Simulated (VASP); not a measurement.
Here is a VASP 6.6.1 calculation.

Contents of INCAR:

```
PREC = Accurate
ENCUT = 520
EDIFF = 1E-7
ISMEAR = 0
SIGMA = 0.01
LREAL = F
LASPH = T
NELM = 80
ALGO = Normal
ISIF = 2
LWAVE = F
LCHARG = T
LELF = T
LVHAR = T
NBANDS = 27
```

KPOINTS

```
Automatic mesh
0
Gamma
  6 6 6
```

The input POSCAR:

```
Se
1.0
    5.6247499422      3.2474508932      1.4885349391
   -5.6247499422      3.2474508932      1.4885349391
    0.0000000000     -6.4949017865      1.4885349391
Se
6
Direct
    0.8392979907      0.7150361889      0.0841377999
    0.7150361889      0.0841377999      0.8392979907
    0.0841377999      0.8392979907      0.7150361889
    0.1607020093      0.2849638111      0.9158622001
    0.2849638111      0.9158622001      0.1607020093
    0.9158622001      0.1607020093      0.2849638111
```

Potentials or basis: VASP PAW LDA potentials, release 64 (Se).

The run is started by

```bash
$ cat potpaw_LDA.64/Se/POTCAR > POTCAR
$ mpirun -np 1 vasp_std > vasp.out
```

(1) What does it give for the pressure?

(2) Predict the largest force.

(3) Predict the band gap on the k mesh.

Answers

(1) -1.6 GPa.

(2) 0.207 eV/Å.

(3) 1.11 eV (least direct gap 1.31 eV).
